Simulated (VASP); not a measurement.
Here is a VASP 6.6.1 calculation.

The input INCAR:

```
  PREC = Accurate
  ENCUT = 520
  EDIFF = 1E-7
  ISMEAR = -1
  SIGMA = 0.05
  LREAL = F
  LASPH = T
  NELM = 80
  ALGO = Normal
  ISIF = 2
  LWAVE = F
  LCHARG = F
  GGA = PE
  NBANDS = 22
```

The input KPOINTS:

```
regular mesh
0
Gamma
  6 6 6
```

File POSCAR:

```
InSb3
1.0
    4.8119439112      0.0000000000      0.0000000000
    0.0000000000      4.8119439112      0.0000000000
    0.0000000000      0.0000000000      4.8119439112
Sb In
3 1
Direct
    0.5000000000      0.5000000000      0.0000000000
    0.0000000000      0.5000000000      0.5000000000
    0.5000000000      0.0000000000      0.5000000000
    0.0000000000      0.0000000000      0.0000000000
```

Potentials or basis: VASP PAW PBE potentials, release 64 (Sb, In_d).

Launch:

```sh
$ cat potpaw_PBE.64/Sb/POTCAR potpaw_PBE.64/In_d/POTCAR > POTCAR
$ mpirun -np 1 vasp_std > vasp.out
```

(1) Estimate the band gap on the k mesh.

(2) Estimate the pressure.

Answers

(1) zero (bands 14 and 15 overlap by 4.60 eV).

(2) -0.1 GPa.

Caveat: spin-orbit coupling is left out, which moves the levels of the heavy elements.
